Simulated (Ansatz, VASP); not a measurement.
## Cr: VASP beside Ansatz

INCAR

```
SYSTEM = Cr
  PREC = Accurate
  ENCUT = 520
  EDIFF = 1E-6
  ISMEAR = -1
  SIGMA = 0.05
  LREAL = .False.
  LASPH = .True.
  NELM = 150
  ALGO = Normal
  ISIF = 2
  LWAVE = .False.
  LCHARG = .True.
  ISPIN = 2
  MAGMOM = 1.153 -1.153
  LORBIT = 11
  LMAXMIX = 4
  GGA = B5
  ALDAX = 1.0
  AGGAX = 1.0
  AGGAC = 1.0
  ALDAC = 0.0
  LELF = .True.
  LVHAR = .True.
  NBANDS = 23
```

KPOINTS

```
Automatic mesh
0
Gamma
  18 18 18
  0 0 0
```

The input POSCAR:

```
Cr
1.0
    2.9020902426      0.0000000000      0.0000000000
    0.0000000000      2.9020902426      0.0000000000
    0.0000000000      0.0000000000      2.9020902426
Cr
2
Direct
    0.0000000000      0.0000000000      0.0000000000
    0.5000000000      0.5000000000      0.5000000000
```

Input for Ansatz:

```yaml
crystal:
  lattice:
    - [2.9020902231, 0.0, 0.0]
    - [0.0, 2.9020902231, 0.0]
    - [0.0, 0.0, 2.9020902231]
  atoms:
    - { symbol: Cr, position: [0.0, 0.0, 0.0], spin: 1.153 }
    - { symbol: Cr, position: [0.5, 0.5, 0.5], spin: -1.153 }
hamiltonian:
  xc: blyp
  pseudopotentials:
    kind: paw
    azcp:
      Cr: "pseudopotentials/Cr.paw.azcp"
basis:
  ecutwfc: 420
  fft_grid_basis: typed
kpoints:
  mp_grid: { grid: [18, 18, 18], shift: [0, 0, 0] }
magnetization:
  spin_polarized: true
scf:
  occupations: { method: fermi_dirac, width: 0.05 }
```

Alike in both runs: task single point; functional BLYP; k mesh 18 × 18 × 18; occupations fermi-dirac, width 0.05 eV; collinear spin.

|  | VASP | Ansatz |
| --- | --- | --- |
| version | VASP 6.6.1 | Ansatz 0.2.0 |
| potentials or method | VASP PAW PBE potentials, release 64 (Cr_pv), cutoff 520 eV | plane waves (420 eV) with PAW, scalar-relativistic |
| valence electrons in the cell | 24 | 28 |

Ansatz gave:

| Property | Result |
| --- | --- |
| net moment per atom (μB) | 0.00 |
| size of the moment on the site where the two differ most (μB) | 1.16 |

Q: Which values does VASP return?

A: net moment per atom (μB): 0.00; size of the moment on the site where the two differ most (μB): 1.25.

VASP's potentials were made for PBE, not for BLYP. Site moments also hang on the region over which each program counts them. VASP's potentials hold 24 valence electrons a cell and Ansatz's 28, so a difference there can come from the potentials and not from the codes.
